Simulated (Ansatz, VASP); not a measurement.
SnO2: VASP beside Ansatz

The input INCAR:

```
SYSTEM = SnO2
PREC = Accurate
ENCUT = 520
EDIFF = 1E-6
ISMEAR = 0
SIGMA = 0.05
LREAL = .FALSE.
LASPH = .TRUE.
NELM = 80
ALGO = Normal
ISIF = 2
LWAVE = .FALSE.
LCHARG = .FALSE.
GGA = PE
IVDW = 12
NBANDS = 35
```

File KPOINTS:

```
regular mesh
0
G
  12 12 4
  0 0 0
```

POSCAR

```
SnO2
1.0
    3.2741533428      0.0000000000      0.0000000000
   -1.6370766714      2.8354999708      0.0000000000
    0.0000000000      0.0000000000     10.5357019610
Sn O
2 4
Direct
    0.0000000000      0.0000000000      0.5000000000
    0.0000000000      0.0000000000      0.0000000000
    0.6666666667      0.3333333333      0.4017901367
    0.6666666667      0.3333333333      0.0982098633
    0.3333333333      0.6666666667      0.5982098633
    0.3333333333      0.6666666667      0.9017901367
```

Input for Ansatz:

```yaml
crystal:
  lattice:
    - [3.2741533428, 0.0, 0.0]
    - [-1.6370766714, 2.8354999708, 0.0]
    - [0.0, 0.0, 10.535701961]
  atoms:
    - { symbol: Sn, position: [0.0, 0.0, 0.5] }
    - { symbol: Sn, position: [0.0, 0.0, 0.0] }
    - { symbol: O, position: [0.6666666667, 0.3333333333, 0.4017901367] }
    - { symbol: O, position: [0.6666666667, 0.3333333333, 0.0982098633] }
    - { symbol: O, position: [0.3333333333, 0.6666666667, 0.5982098633] }
    - { symbol: O, position: [0.3333333333, 0.6666666667, 0.9017901367] }
basis:
  ecutwfc: 520.0
kpoints:
  mp_grid: { grid: [12, 12, 4] }
hamiltonian:
  xc: pbe
  dispersion: d3bj
scf:
  occupations: { method: gaussian, width: 0.05 }
output:
  forces: true
  stress: true
  eigenvalues: true
```

Alike in both runs: task single point; functional PBE; dispersion D3(BJ); k mesh 12 × 12 × 4; occupations gaussian, width 0.05 eV; no spin polarisation.

|  | VASP | Ansatz |
| --- | --- | --- |
| version | VASP 6.6.1 | Ansatz 0.2.0 |
| potentials or method | VASP PAW PBE potentials, release 64 (Sn_d, O), cutoff 520 eV | scalar-relativistic, plane waves, PAW |
| valence electrons in the cell | 52 | 52 |

Ansatz gave:

```
gap on the k mesh at the Fermi level (eV)                     : 1.75
least direct gap on the mesh (eV)                             : 2.04
pressure (GPa)                                                : -6.9
traceless stress, the component that is largest in VASP (GPa) : 2.78
rms of the force components (eV/Å)                            : 0.272
```

Question: Estimate VASP's values.

Answer: gap on the k mesh at the Fermi level (eV): 1.73; least direct gap on the mesh (eV): 2.02; pressure (GPa): -6.4; traceless stress, the component that is largest in VASP (GPa): 2.48; rms of the force components (eV/Å): 0.249.

Atom by atom the forces differ by 0.023 eV/Å (rms over components).
